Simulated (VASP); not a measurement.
A run of VASP 6.6.1 is set up as follows.

File POSCAR:

```
Pt16CO
1.0
    5.5493740188      0.0000000000      0.0000000000
    2.7746870094      4.8058988753      0.0000000000
    0.0000000000      0.0000000000     24.7965673689
Pt C O
16 1 1
Direct
    0.0000000000      0.0000000000      0.3629534631
    0.5000000000      0.0000000000      0.3629534631
    0.0000000000      0.5000000000      0.3629534631
    0.5000000000      0.5000000000      0.3629534631
    0.1666666667      0.1666666667      0.4543178210
    0.6666666667      0.1666666667      0.4543178210
    0.1666666667      0.6666666667      0.4543178210
    0.6666666667      0.6666666667      0.4543178210
   -0.1649855701      0.3324927851      0.5459814018
    0.3324927851      0.3324927851      0.5459814018
   -0.1666666667      0.8333333333      0.5476321937
    0.3324927851      0.8350144299      0.5459814018
   -0.0026362659     -0.0026362659      0.6426279644
    0.5052725318     -0.0026362659      0.6426279644
   -0.0026362659      0.5052725318      0.6426279644
    0.5000000000      0.5000000000      0.6366972724
    0.1666666667      0.1666666667      0.6962105014
    0.1666666667      0.1666666667      0.7436293914
```

The input INCAR.step1:

```
SYSTEM = Pt16CO
PREC = Accurate
ENCUT = 520
ISMEAR = 0
SIGMA = 0.1
LREAL = Auto
LASPH = .TRUE.
NELM = 100
LDIPOL = .TRUE.
IDIPOL = 3
DIPOL = 0.5 0.5 0.526
NBANDS = 100
GGA = PE
ALGO = Normal
EDIFF = 1E-4
LWAVE = .TRUE.
LCHARG = .FALSE.
```

The input INCAR.step2:

```
SYSTEM = Pt16CO
PREC = Accurate
ENCUT = 520
EDIFF = 1E-6
ISMEAR = 0
SIGMA = 0.1
LREAL = Auto
LASPH = .TRUE.
NELM = 100
ALGO = Normal
ISIF = 2
LWAVE = .FALSE.
LCHARG = .TRUE.
LDIPOL = .TRUE.
IDIPOL = 3
DIPOL = 0.5 0.5 0.526
METAGGA = R2SCAN
LMIXTAU = .TRUE.
LELF = .TRUE.
LVHAR = .TRUE.
LVACPOTAV = .TRUE.
NBANDS = 100
ISTART = 1
```

The input KPOINTS:

```
Automatic mesh
0
G
  6 6 1
  0 0 0
```

Potentials or basis: VASP PAW PBE potentials, release 64 (Pt, C, O).

Run with:

```sh
$ cat potpaw_PBE.64/Pt/POTCAR potpaw_PBE.64/C/POTCAR potpaw_PBE.64/O/POTCAR > POTCAR
$ cp INCAR.step1 INCAR
$ mpirun -np 1 vasp_std > vasp.out
$ cp INCAR.step2 INCAR
$ mpirun -np 1 vasp_std > vasp.out
```

(1) Predict the band gap on the k mesh.

(2) Estimate the largest force.

Results:

(1) zero (bands 85 and 86 overlap by 0.75 eV).

(2) 0.821 eV/Å.

Caveat: the PAW data sets were made with another functional, which shifts forces and pressure a little; spin-orbit coupling is left out, which moves the levels of the heavy elements.
